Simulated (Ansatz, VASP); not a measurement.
CdS: VASP beside Ansatz

```
Cd S
1.0
     4.13480    0.04135    0.04135
    -2.03159    3.56017    0.01513
     0.06749    0.06749    6.74900
Cd S
2 2
Cartesian
  0.0239 2.3872 0.0239
  2.1131 1.2480 3.4071
  0.0499 2.4132 2.6222
  2.1391 1.2740 6.0055
```

Change from the starting cell: equal xy, yz and zx shear strains of +2 %.

Alike in both runs: task single point; functional PBEsol; k mesh 7 × 7 × 4; occupations fermi-dirac, width 0.01 eV; no spin polarisation.

|  | VASP | Ansatz |
| --- | --- | --- |
| version | VASP 6.6.1 | Ansatz 0.2.0 |
| potentials or method | VASP PAW PBE potentials, release 64 (Cd, S), cutoff 520 eV | all-electron LAPW, scalar-relativistic |

|  | VASP | Ansatz | Ansatz less VASP |
| --- | --- | --- | --- |
| gap on the k mesh at the Fermi level (eV) | 1.06 | 1.05 | -0.003 |
| pressure (GPa) | -0.1 | -0.5 | -0.36 |
| traceless stress, the component that is largest in VASP (GPa) | -1.44 | -1.38 | +0.054 |
| rms of the force components (eV/Å) | 0.178 | 0.172 | -0.0061 |

VASP's potentials were made for PBE, not for PBEsol. Atom by atom the forces differ by 0.006 eV/Å (rms over components). Ansatz ran all-electron here, and VASP with PAW potentials.
